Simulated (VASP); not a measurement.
# Ga2O (antifluorite type) (Fm-3m) in VASP: single point with PBE

Aim: the single point of Ga2O (antifluorite type) with PBE.

All numbers are computed with VASP 6.6.1; they aren't measurements. Logs are shortened: lines on timing, memory, paths and dates and some standing lists are left out, and cuts for length are marked.

**1. The cell of the first run**

It takes space group Fm-3m (No. 225, cubic). Conventional cell: a = 6.004 Å, b = 6.004 Å, c = 6.004 Å, α = 90.00°, β = 90.00°, γ = 90.00°. Within 3.4 Å of Ga (site symmetry -43m) lie 4 O at 2.60 Å and 6 Ga at 3.00 Å. Within 3.4 Å of O (site symmetry m-3m) lie 8 Ga at 2.60 Å.

**2. Single point, PBE**

INCAR

```
SYSTEM = Ga2O
ALGO = Normal ; EDIFF = 1E-6
ENCUT = 520 ; GGA = PE
ISIF = 2 ; ISMEAR = -1
LASPH = .True. ; LCHARG = .False.
LREAL = .False. ; LWAVE = .False.
NBANDS = 23 ; NELM = 80
PREC = Accurate ; SIGMA = 0.06122561905347299
```

KPOINTS

```
k-points
0
Gamma
  32 32 32
  0 0 0
```

POSCAR

```
Ga2O
1.0
    0.0000000000      3.0020255826      3.0020255826
    3.0020255826      0.0000000000      3.0020255826
    3.0020255826      3.0020255826      0.0000000000
Ga O
2 1
Direct
    0.2500000000      0.2500000000      0.2500000000
    0.7500000000      0.7500000000      0.7500000000
    0.0000000000      0.0000000000      0.0000000000
```

Potentials or basis: VASP PAW PBE potentials, release 64 (Ga_d, O).

The run is started by

```
> cat potpaw_PBE.64/Ga_d/POTCAR potpaw_PBE.64/O/POTCAR > POTCAR
> mpirun -np 1 vasp_std > vasp.out
```

OUTCAR:

```text
SYSTEM = Ga2O
   EDIFF = 1E-6
   ENCUT = 520
   GGA = PE
   ISIF = 2
   ISMEAR = -1
   LASPH = .True.
   LREAL = .False.
   NELM = 80
   PREC = Accurate

 ion  position               nearest neighbor table
   1  0.250  0.250  0.250-
   2  0.750  0.750  0.750-
   3  0.000  0.000  0.000-

  LATTYP: Found a face centered cubic cell.
 ALAT       =     6.0040511652

  Lattice vectors:

 A1 = (   0.0000000000,   3.0020255826,   3.0020255826)
 A2 = (   3.0020255826,   0.0000000000,   3.0020255826)
 A3 = (   3.0020255826,   3.0020255826,   0.0000000000)

Analysis of symmetry for initial positions (statically):
=====================================================================
 Subroutine PRICEL returns:
 Original cell was already a primitive cell.

 Routine SETGRP: Setting up the symmetry group for a
 face centered cubic supercell.

 Subroutine GETGRP returns: Found 48 space group operations
 (whereof 48 operations were pure point group operations)
 out of a pool of 48 trial point group operations.

The static configuration has the point symmetry O_h .

Analysis of symmetry for dynamics (positions and initial velocities):
=====================================================================
 Subroutine PRICEL returns:
 Original cell was already a primitive cell.

 Routine SETGRP: Setting up the symmetry group for a
 face centered cubic supercell.

 Subroutine GETGRP returns: Found 48 space group operations
 (whereof 48 operations were pure point group operations)
 out of a pool of 48 trial point group operations.

The dynamic configuration has the point symmetry O_h .

 Subroutine INISYM returns: Found 48 space group operations
 (whereof 48 operations are pure point group operations),
 and found     1 'primitive' translations

----------------------------------------------------------------------------------------

                                     Primitive cell

  volume of cell :      54.1095

  direct lattice vectors                    reciprocal lattice vectors
     0.000000000  3.002025583  3.002025583    -0.166554210  0.166554210  0.166554210
     3.002025583  0.000000000  3.002025583     0.166554210 -0.166554210  0.166554210
     3.002025583  3.002025583  0.000000000     0.166554210  0.166554210 -0.166554210

  length of vectors
     4.245505294  4.245505294  4.245505294     0.288480354  0.288480354  0.288480354

  position of ions in fractional coordinates (direct lattice)
     0.250000000  0.250000000  0.250000000
     0.750000000  0.750000000  0.750000000
     0.000000000  0.000000000  0.000000000

  ion indices of the primitive-cell ions
   primitive index   ion index
                 1           1
                 2           2
                 3           3

----------------------------------------------------------------------------------------

 KPOINTS: k-points

Automatic generation of k-mesh.
 Grid dimensions read from file:
 generate k-points for:   32   32   32

 Generating k-lattice:

  Cartesian coordinates                     Fractional coordinates (reciprocal lattice)
    -0.005204819  0.005204819  0.005204819     0.031250000  0.000000000  0.000000000
     0.005204819 -0.005204819  0.005204819     0.000000000  0.031250000  0.000000000
     0.005204819  0.005204819 -0.005204819     0.000000000  0.000000000  0.031250000

  Length of vectors
     0.009015011  0.009015011  0.009015011

  Shift w.r.t. Gamma in fractional coordinates (k-lattice)
     0.000000000  0.000000000  0.000000000

 Subroutine IBZKPT returns following result:
 ===========================================

 Found    897 irreducible k-points:

 Following reciprocal coordinates:
            Coordinates               Weight
  0.000000  0.000000  0.000000      1.000000
  0.031250  0.000000  0.000000      8.000000
  0.062500  0.000000  0.000000      8.000000
  0.093750  0.000000  0.000000      8.000000
  0.125000  0.000000  0.000000      8.000000
  0.156250  0.000000  0.000000      8.000000
[... 16 lines left out ...]
  0.187500  0.031250  0.000000     24.000000
  0.218750  0.031250  0.000000     24.000000
 [... further k-points ...]
   k-points           NKPTS =    897   k-points in BZ     NKDIM =    897   number of bands    NBANDS=     23
   number of dos      NEDOS =    301   number of ions     NIONS =      3
   total plane-waves  NPLWV =  32768
   dimension x,y,z NGX =    32 NGY =   32 NGZ =   32
   dimension x,y,z NGXF=    64 NGYF=   64 NGZF=   64
   ions per type =               2   1
   NGX,Y,Z   is equivalent  to a cutoff of  12.53, 12.53, 12.53 a.u.
   NGXF,Y,Z  is equivalent  to a cutoff of  25.06, 25.06, 25.06 a.u.
 SYSTEM =  Ga2O
   PREC   = accura    normal or accurate (medium, high low for compatibility)
   ISTART =      0    job   : 0-new  1-cont  2-samecut
   ICHARG =      2    charge: 1-file 2-atom 10-const
   ISPIN  =      1    spin polarized calculation?
   LNONCOLLINEAR =      F non collinear calculations
   LSORBIT =      F    spin-orbit coupling
   LASPH  =      T    aspherical Exc in radial PAW
   ENCUT  =  520.0 eV  38.22 Ry    6.18 a.u.   7.89  7.89  7.89*2*pi/ulx,y,z
   NELM   =     80;   NELMIN=  2; NELMDL= -5     # of ELM steps
   EDIFF  = 0.1E-05   stopping-criterion for ELM
   LREAL  =      F    real-space projection
   EDIFFG = 0.1E-04   stopping-criterion for IOM
   NSW    =      0    number of steps for IOM
   IBRION =     -1    ionic relax: 0-MD 1-quasi-New 2-CG
   NFREE  =      0    steps in history (QN), initial steepest desc. (CG)
   ISIF   =      2    stress and relaxation
   ISYM   =      2    0-nonsym 1-usesym 2-fastsym
   POTIM  = 0.5000    time-step for ionic-motion
   TEBEG  =    0.0;   TEEND  =   0.0 temperature during run
   PSTRESS=    0.0 pullay stress
   NELECT =      32.0000    total number of electrons
   NUPDOWN=      -1.0000    fix difference up-down
   EMIN   =  10.00;   EMAX   =-10.00  energy-range for DOS
   EFERMI =   0.00;   METHOD = LEGACY
   ISMEAR =    -1;   SIGMA  =   0.06  broadening in eV -4-tet -1-fermi 0-gaus
   EFERMI_NEDOS =   21; number of points for ismear=-14 and -15
   IALGO  =     38    algorithm
   IMIX   =      4    mixing-type and parameters
     AMIX     =   0.40;   BMIX     =  1.00
     AMIX_MAG =   1.60;   BMIX_MAG =  1.00
  volume/ion in A,a.u.               =      18.04       121.72
  Fermi-wavevector in a.u.,A,eV,Ry     =   1.374149  2.596765 25.691677  1.888285
  Thomas-Fermi vector in A             =   2.499602
   LORBIT       =      0    0 simple, 1 ext, 2 COOP (PROOUT), +10 PAW based schemes
   GGA     = PE    functional components
   LHFCALC =     F    Hartree Fock is set to
   AEXX    =    0.0000 exact exchange contribution
   IVDW    =     0    specifies the selected vdW correction
   LEPSILON=     F    determine dielectric tensor
   LRPA    =     F    only Hartree local field effects (RPA)
 non-spin polarized calculation
  energy-cutoff  :      520.00
  volume of cell :       54.11
 maximum number of plane-waves:      1475
   NGX = 15   NGY = 15   NGZ = 15

 number of electron      32.0000013 magnetization

 Free energy of the ion-electron system (eV)
  ---------------------------------------------------
  ext. energy  EPLUGINS =         0.00000000
  ---------------------------------------------------
  free energy    TOTEN  =       -11.14052670 eV

  energy without entropy =      -11.12867030  energy(sigma->0) =      -11.13459850

 E-fermi :   3.6365     XC(G=0): -10.0832

 val. band max:        3.6362196403   @ k =   0.4688   0.0625   0.0000
 cond. band min:       3.6369060875   @ k =   0.5000   0.0938   0.0000
 fundamental gap:      0.0006864472
 Fermi energy:         3.6364705482

 k-point     1 :       0.0000    0.0000    0.0000
  band No.  band energies     occupation
      1     -13.7939      2.00000
      2     -11.1167      2.00000
      3     -11.1167      2.00000
      4     -11.0362      2.00000
      5     -11.0362      2.00000
      6     -11.0362      2.00000
[... 15 lines left out ...]
     22      10.7455      0.00000
     23      13.4920      0.00000

 k-point     2 :       0.0312    0.0000    0.0000
  band No.  band energies     occupation
      1     -13.7926      2.00000
      2     -11.1160      2.00000
      3     -11.1160      2.00000
      4     -11.0357      2.00000
      5     -11.0357      2.00000
      6     -11.0350      2.00000
[... 15 lines left out ...]
     22      10.7038      0.00000
     23      13.5635      0.00000

 k-point     3 :       0.0625    0.0000    0.0000
  band No.  band energies     occupation
      1     -13.7886      2.00000
      2     -11.1139      2.00000
      3     -11.1139      2.00000
      4     -11.0342      2.00000
      5     -11.0342      2.00000
      6     -11.0315      2.00000
[... 15 lines left out ...]
     22      10.5942      0.00000
     23      13.7586      0.00000

 k-point     4 :       0.0938    0.0000    0.0000
  band No.  band energies     occupation
      1     -13.7822      2.00000
      2     -11.1104      2.00000
      3     -11.1104      2.00000
      4     -11.0317      2.00000
      5     -11.0317      2.00000
      6     -11.0258      2.00000
[... 15 lines left out ...]
     22      10.4515      0.00000
     23      14.0325      0.00000

 k-point     5 :       0.1250    0.0000    0.0000
  band No.  band energies     occupation
      1     -13.7737      2.00000
      2     -11.1055      2.00000
      3     -11.1055      2.00000
      4     -11.0283      2.00000
      5     -11.0283      2.00000
      6     -11.0180      2.00000
[... 15 lines left out ...]
     22      10.3119      0.00000
     23      14.3354      0.00000

 k-point     6 :       0.1562    0.0000    0.0000
  band No.  band energies     occupation
      1     -13.7633      2.00000
      2     -11.0993      2.00000
      3     -11.0993      2.00000
      4     -11.0241      2.00000
      5     -11.0241      2.00000
      6     -11.0085      2.00000
[... 15 lines left out ...]
     22      10.2052      0.00000
     23      14.5336      0.00000

 k-point     7 :       0.1875    0.0000    0.0000
  band No.  band energies     occupation
      1     -13.7515      2.00000
      2     -11.0917      2.00000
      3     -11.0917      2.00000
      4     -11.0190      2.00000
      5     -11.0190      2.00000
      6     -10.9976      2.00000
[... 353 lines left out ...]
     22      10.6755      0.00000
     23      13.8079      0.00000

 k-point    21 :       0.1250    0.0312    0.0000
  band No.  band energies     occupation
      1     -13.7757      2.00000
      2     -11.1098      2.00000
      3     -11.1036      2.00000
      4     -11.0300      2.00000
      5     -11.0277      2.00000
      6     -11.0204      2.00000
[... 15 lines left out ...]
     22      10.5507      0.00000
     23      14.0870      0.00000

 k-point    22 :       0.1562    0.0312    0.0000
  band No.  band energies     occupation
      1     -13.7659      2.00000
      2     -11.1047      2.00000
      3     -11.0972      2.00000
      4     -11.0263      2.00000
      5     -11.0234      2.00000
      6     -11.0114      2.00000
[... 15 lines left out ...]
     22      10.4280      0.00000
     23      14.2301      0.00000

 k-point    23 :       0.1875    0.0313    0.0000
  band No.  band energies     occupation
      1     -13.7546      2.00000
      2     -11.0984      2.00000
      3     -11.0894      2.00000
      4     -11.0218      2.00000
      5     -11.0183      2.00000
      6     -11.0010      2.00000
[... 15 lines left out ...]
     22      10.3380      0.00000
     23      14.2756      0.00000

 k-point    24 :       0.2188    0.0312    0.0000
  band No.  band energies     occupation
      1     -13.7423      2.00000
      2     -11.0907      2.00000
      3     -11.0804      2.00000
      4     -11.0165      2.00000
      5     -11.0125      2.00000
      6     -10.9895      2.00000
[... 15 lines left out ...]
     22      10.2967      0.00000
     23      14.2449      0.00000

 [... further k-points ...]

------------------------ aborting loop because EDIFF is reached ----------------------------------------

  FORCE on cell =-STRESS in cart. coord.  units (eV):
  Direction    XX          YY          ZZ          XY          YZ          ZX
  --------------------------------------------------------------------------------------
  -------------------------------------------------------------------------------------
  Total       -0.3122167     -0.3122167     -0.3122167     -0.0000000     -0.0000000     -0.0000000
  in kB       -9.2447162     -9.2447162     -9.2447162     -0.0000000     -0.0000000     -0.0000000
  external PRESSURE =      -9.2447162 kB  Pullay stress =       0.0000000 kB

 VOLUME and BASIS-vectors are now :
 -----------------------------------------------------------------------------
  energy-cutoff  :      520.00
  volume of cell :       54.11
      direct lattice vectors                 reciprocal lattice vectors
     0.000000000  3.002025583  3.002025583    -0.166554210  0.166554210  0.166554210
     3.002025583  0.000000000  3.002025583     0.166554210 -0.166554210  0.166554210
     3.002025583  3.002025583  0.000000000     0.166554210  0.166554210 -0.166554210

 POSITION                                       TOTAL-FORCE (eV/Angst)
 -----------------------------------------------------------------------------------
      1.50101      1.50101      1.50101         0.000000      0.000000     -0.000000
      4.50304      4.50304      4.50304        -0.000000     -0.000000      0.000000
      0.00000      0.00000      0.00000        -0.000000     -0.000000     -0.000000
 -----------------------------------------------------------------------------------
    total drift:                               -0.000000     -0.000000      0.000000

  FREE ENERGIE OF THE ION-ELECTRON SYSTEM (eV)
  ---------------------------------------------------
  free  energy   TOTEN  =       -11.1405266977 eV

  energy  without entropy=      -11.1286703037  energy(sigma->0) =      -11.13459850
```

Wall time 18 min (1 thread of Oxide Virtual Turin-like, shared host); peak memory 0.9 GiB.

What came out:

* Free energy: -11.1405 eV
* Pressure: -0.9 GPa
* Band gap on the k mesh: zero (bands 16 and 17 overlap by 0.96 eV)
